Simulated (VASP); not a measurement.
Here is a VASP 6.6.1 calculation.

Contents of INCAR:

```
PREC     = Accurate       # precision mode
ENCUT    = 520            # plane-wave cutoff, eV
EDIFF    = 1E-6           # SCF threshold, eV
ISMEAR   = 0              # smearing method
SIGMA    = 0.05           # smearing width, eV
LREAL    = False          # projectors in reciprocal space
LASPH    = True           # aspherical terms in the spheres
NELM     = 60             # most SCF steps
ALGO     = Normal         # electronic algorithm
ISIF     = 2              # what is computed and relaxed
LWAVE    = False          # write WAVECAR
LCHARG   = True           # write CHGCAR
GGA      = PS             # functional
LELF     = True           # ELF
LVHAR    = True         
NBANDS   = 15             # bands
```

The input KPOINTS:

```
Automatic mesh
0
Gamma
  8 8 8
```

The input POSCAR:

```
KF
1.0
    3.1285968000      0.0000000000      0.0000000000
    0.0000000000      3.1285968000      0.0000000000
    0.0000000000      0.0000000000      2.9982386000
K F
1 1
Direct
    0.0000000000      0.0000000000      0.0000000000
    0.5000000000      0.5000000000      0.5000000000
```

Potentials or basis: VASP PAW PBE potentials, release 64 (K_sv, F).

Run with:

```console
$ cat potpaw_PBE.64/K_sv/POTCAR potpaw_PBE.64/F/POTCAR > POTCAR
$ mpirun -np 1 vasp_std > vasp.out
```

What does it give for the band gap on the k mesh?

7.21 eV, indirect (least direct gap 7.22 eV).

Estimate the pressure.

4.5 GPa.

Stress tensor (GPa, compression positive):
```
3.00 0.00 0.00
0.00 3.00 0.00
0.00 0.00 7.42
```

Caveat: the cell differs from its parent crystal (strain -0.040 along x and y, -0.080 along z); the PAW data sets were made with another functional, which shifts forces and pressure a little. A k mesh can miss the band edges.
